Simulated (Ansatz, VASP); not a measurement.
## Cu: VASP beside Ansatz

```
CELL_PARAMETERS angstrom
-1.42853 1.42853 1.39213
1.42853 -1.42853 1.39213
1.42853 1.42853 -1.39213
ATOMIC_POSITIONS crystal
Cu 0.00000 0.00000 0.00000
```

Alike in both runs: functional PBEsol; k mesh 8 × 8 × 8; occupations gaussian, width 0.1 eV; no spin polarisation.

Ansatz relaxed the structure, and its values are those at the end. VASP's run is a single point on that final structure, the one shown.

|  | VASP | Ansatz |
| --- | --- | --- |
| version | VASP 6.6.1 | Ansatz 0.2.0 |
| potentials or method | VASP PAW PBE potentials, release 64 (Cu), cutoff 520 eV | scalar-relativistic, plane waves, PAW |
| valence electrons in the cell | 11 | 19 |

Ansatz gave:

| Property | Result |
| --- | --- |
| gap on the k mesh at the Fermi level (eV) | none |
| pressure (GPa) | 0.0 |

**Question.** Which values does VASP return?

**Answer.** gap on the k mesh at the Fermi level (eV): none; pressure (GPa): 0.7.

VASP's potentials were made for PBE, not for PBEsol. A gap of «none» marks a metal or a gap that the smearing closes. The functional is the same, so the differences come from potentials, cutoffs and numerics. VASP's potentials hold 11 valence electrons a cell and Ansatz's 19, so a difference there can come from the potentials and not from the codes.

The k mesh is coarse, so the values compare programs but aren't converged.
